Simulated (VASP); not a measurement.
Fe, 2 atoms in the cell. It takes space group P6_3/mmc (No. 194, hexagonal). The conventional cell has a = 1.877 Å, b = 1.877 Å, c = 3.009 Å, α = 90.00°, β = 90.00°, γ = 120.00°. Within 2.5 Å of Fe (site symmetry -6m2) lie 12 Fe at 1.85 to 1.88 Å. This isn't the form of Fe at room conditions, which is bcc.

- Program: VASP 6.6.1
- Task: single point
- Functional: PBE
- Potentials or basis: VASP PAW PBE potentials, release 64 (Fe)
- Cutoff: 520 eV
- k mesh: 17 × 17 × 9
- Occupations: fermi-dirac, width 0.05 eV
- Spin: collinear spin, ferromagnetic start
- Starting moments: [2.5, 2.5] μB
- Dipole correction: no
- k mesh for the DOS: 26 × 26 × 14
- Occupations for the DOS: tetrahedron
- Further INCAR settings: ALGO = Normal; EDIFF = 1e-07

Potentials or basis: VASP PAW PBE potentials, release 64 (Fe).

Run with:

```sh
$ cat potpaw_PBE.64/Fe/POTCAR > POTCAR
$ cp INCAR.step1 INCAR
$ cp KPOINTS.step1 KPOINTS
$ mpirun -np 1 vasp_std > vasp.out
$ cp INCAR.step2 INCAR
$ cp KPOINTS.step2 KPOINTS
$ mpirun -np 1 vasp_std > vasp.out
```

Hardware: 1 thread of Intel(R) Xeon(R) 6975P-C (Granite Rapids) (shared host).

Estimate the wall time of this run.

Wall time 60 s on 1 thread of Intel(R) Xeon(R) 6975P-C (Granite Rapids) (shared host), peak memory 0.26 GiB. Counts: k points 560.
